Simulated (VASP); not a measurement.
A run of VASP 6.6.1 is set up as follows.

The input POSCAR:

```
BiP
1.0
    3.8925570580      0.0000000000      0.0000000000
   -1.9462785290      3.3710532979      0.0000000000
    0.0000000000      0.0000000000      3.7236541886
Bi P
1 1
Direct
    0.0000000000      0.0000000000      0.0000000000
    0.6666666667      0.3333333333      0.5000000000
```

INCAR.step1

```
SYSTEM = BiP
ALGO     = Normal         ! electronic algorithm
EDIFF    = 1E-4           ! SCF threshold, eV
ENCUT    = 600            ! plane-wave cutoff, eV
GGA      = PE             ! functional
ISMEAR   = 0              ! smearing method
LASPH    = .TRUE.         ! aspherical terms in the spheres
LCHARG   = .FALSE.        ! write CHGCAR
LREAL    = .FALSE.        ! projectors in reciprocal space
LWAVE    = .TRUE.         ! write WAVECAR
NELM     = 60             ! most SCF steps
PREC     = Accurate       ! precision mode
SIGMA    = 0.05           ! smearing width, eV
```

Contents of INCAR.step2:

```
SYSTEM = BiP
ALGO     = Normal         ! electronic algorithm
EDIFF    = 1E-6           ! SCF threshold, eV
EDIFFG   = -0.01          ! ionic threshold
ENCUT    = 600            ! plane-wave cutoff, eV
IBRION   = 2              ! ionic algorithm
ISIF     = 4              ! what is computed and relaxed
ISMEAR   = 0              ! smearing method
ISTART   = 1            
LASPH    = .TRUE.         ! aspherical terms in the spheres
LCHARG   = .FALSE.        ! write CHGCAR
LMIXTAU  = .TRUE.       
LREAL    = .FALSE.        ! projectors in reciprocal space
LWAVE    = .FALSE.        ! write WAVECAR
METAGGA  = R2SCAN         ! meta-GGA
NELM     = 60             ! most SCF steps
NSW      = 60             ! ionic steps
PREC     = Accurate       ! precision mode
SIGMA    = 0.05           ! smearing width, eV
```

KPOINTS

```
k-points
0
G
  10 10 10
  0 0 0
```

Potentials or basis: VASP PAW PBE potentials, release 64 (Bi_d, P).

The run is started by

```bash
$ cat potpaw_PBE.64/Bi_d/POTCAR potpaw_PBE.64/P/POTCAR > POTCAR
$ cp INCAR.step1 INCAR
$ mpirun -np 1 vasp_std > vasp.out
$ cp INCAR.step2 INCAR
$ mpirun -np 1 vasp_std > vasp.out
```

Task: Predict the band gap on the k mesh.

Result: Zero (band 10 reaches 8.18 eV, above the bottom of band 11 at 5.15 eV).

Step by step:
```
step  energy change (eV)  largest force (eV/Å)  pressure (GPa)  volume (Å³)
   1              0.0000                0.0000            1.59        48.86
   2             -0.0003                0.0000            1.49        48.86
```

Caveat: the cell differs from its parent crystal (volume scaled by 0.980); the PAW data sets were made with another functional, which shifts forces and pressure a little; spin-orbit coupling is left out, which moves the levels of the heavy elements.
